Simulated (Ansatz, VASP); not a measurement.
# One calculation of BAs, two programs

File INCAR:

```
PREC = Accurate ; ENCUT = 520
EDIFF = 1E-6 ; ISMEAR = -1
SIGMA = 0.05 ; LREAL = F
LASPH = T ; NELM = 100
ALGO = Normal ; ISIF = 2
LWAVE = F ; LCHARG = F
GGA = RP ; NBANDS = 11
```

File KPOINTS:

```
Automatic mesh
0
Gamma
  12 8 6
```

The input POSCAR:

```
BAs
1.0
    2.1275493300      0.0000000000      0.0000000000
    0.0000000000      3.1740629400      0.0000000000
    0.0000000000      0.0000000000      4.9509801800
B As
1 1
Direct
    0.0000000000      0.5000000000      0.0000000000
    0.5000000000      0.5000000000      0.5000000000
```

The input input.yaml:

```yaml
crystal:
  lattice:
    - [2.12754933, 0.0, 0.0]
    - [0.0, 3.17406294, 0.0]
    - [0.0, 0.0, 4.95098018]
  atoms:
    - { symbol: B, position: [0.0, 0.5, 0.0] }
    - { symbol: As, position: [0.5, 0.5, 0.5] }
hamiltonian:
  xc: rpbe
  pseudopotentials: { kind: paw }
kpoints:
  mp_grid: { grid: [12, 8, 6] }
  band_path:
    path:
      - [[0.0, 0.0, 0.0], [0.5, 0.0, 0.0], [0.5, 0.5, 0.0], [0.0, 0.5, 0.0], [0.0, 0.0, 0.0], [0.0, 0.0, 0.5], [0.5, 0.0, 0.5], [0.5, 0.5, 0.5], [0.0, 0.5, 0.5], [0.0, 0.0, 0.5]]
      - [[0.0, 0.5, 0.0], [0.0, 0.5, 0.5]]
      - [[0.5, 0.0, 0.5], [0.5, 0.0, 0.0]]
      - [[0.5, 0.5, 0.0], [0.5, 0.5, 0.5]]
    npoints: 14
scf:
  occupations: { method: fermi_dirac, width: 0.05 }
  n_extra_bands: 6
output:
  forces: true
  stress: true
  eigenvalues: true
  fatbands: false
```

Alike in both runs: functional RPBE; k mesh 12 × 8 × 6; occupations fermi-dirac, width 0.05 eV; no spin polarisation.

|  | VASP | Ansatz |
| --- | --- | --- |
| version | VASP 6.6.1 | Ansatz 0.2.0 |
| potentials or method | VASP PAW PBE potentials, release 64 (B, As) | Ansatz PAW |
| plane-wave cutoff (eV) | 520 | 420 |
| valence electrons in the cell | 8 | 18 |
| task | single point | band structure |

Ansatz gave:

```
gap on the k mesh at the Fermi level (eV)                     : none
pressure (GPa)                                                : 7.4
traceless stress, the component that is largest in VASP (GPa) : 24.59
```

Estimate VASP's values.

gap on the k mesh at the Fermi level (eV): none; pressure (GPa): 7.8; traceless stress, the component that is largest in VASP (GPa): 25.40.

VASP's potentials were made for PBE, not for RPBE. A gap of «none» marks a metal or a gap that the smearing closes. VASP's potentials hold 8 valence electrons a cell and Ansatz's 18, so a difference there can come from the potentials and not from the codes.
